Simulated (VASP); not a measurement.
A run of VASP 6.6.1 is set up as follows.

Contents of INCAR:

```
PREC     = Accurate       # precision mode
ENCUT    = 520            # plane-wave cutoff, eV
EDIFF    = 1E-6           # SCF threshold, eV
ISMEAR   = 0              # smearing method
SIGMA    = 0.1            # smearing width, eV
LREAL    = False          # projectors in reciprocal space
LASPH    = True           # aspherical terms in the spheres
NELM     = 150            # most SCF steps
ALGO     = Fast           # electronic algorithm
ISIF     = 2              # what is computed and relaxed
LWAVE    = False          # write WAVECAR
LCHARG   = False          # write CHGCAR
ISPIN    = 2              # spin polarisation
MAGMOM   = 0 0 0 0.52 4.56 # initial moments
LORBIT   = 11             # projections on sites
LMAXMIX  = 4              # l up to which the mixer works
GGA      = PE             # functional
NBANDS   = 47             # bands
```

File KPOINTS:

```
regular mesh
0
Gamma
  8 8 8
```

The input POSCAR:

```
Sn3Mo2
1.0
    5.2462245742      0.0000000000      0.0000000000
    0.0000000000      5.2462245742      0.0000000000
    0.0000000000      0.0000000000      5.2462245742
Sn Mo
3 2
Direct
    0.5000000000      0.0000000000      0.0000000000
    0.0000000000      0.5000000000      0.0000000000
    0.0000000000      0.0000000000      0.5000000000
    0.0000000000      0.0000000000      0.0000000000
    0.5000000000      0.5000000000      0.5000000000
```

Potentials or basis: VASP PAW PBE potentials, release 64 (Sn_d, Mo_sv).

Launch:

```bash
$ cat potpaw_PBE.64/Sn_d/POTCAR potpaw_PBE.64/Mo_sv/POTCAR > POTCAR
$ mpirun -np 1 vasp_std > vasp.out
```

(1) Estimate the site moments.

(2) Estimate the pressure.

(3) What does it give for the net moment?

Answers

(1) Sn +0.01; Mo +0.64, +3.81 μB.

(2) 0.0 GPa.

(3) 5.56 μB per cell.
